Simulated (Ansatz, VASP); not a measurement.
Two plane-wave programs on KI

```
K I
1.0
     0.00000    3.96589    3.96589
     3.96589    0.00000    3.96589
     3.96589    3.96589    0.00000
K I
1 1
Direct
  0.00000 0.00000 0.00000
  0.25000 0.25000 0.25000
```

Alike in both runs: task single point; functional PBE; k mesh 6 × 6 × 6; occupations fermi-dirac, width 0.02 eV; no spin polarisation.

|  | VASP | Ansatz |
| --- | --- | --- |
| version | VASP 6.6.1 | Ansatz 0.2.0 |
| potentials or method | VASP PAW PBE potentials, release 64 (K_sv, I) | plane waves, PAW |
| plane-wave cutoff (eV) | 520 | 420 |
| valence electrons in the cell | 16 | 26 |

```tsv
	VASP	Ansatz	Ansatz less VASP
gap on the k mesh at the Fermi level (eV)	3.93	3.93	+0.003
pressure (GPa)	0.2	0.2	-0.02
```

VASP's potentials hold 16 valence electrons a cell and Ansatz's 26, so a difference there can come from the potentials and not from the codes.

Spin-orbit coupling is off throughout.
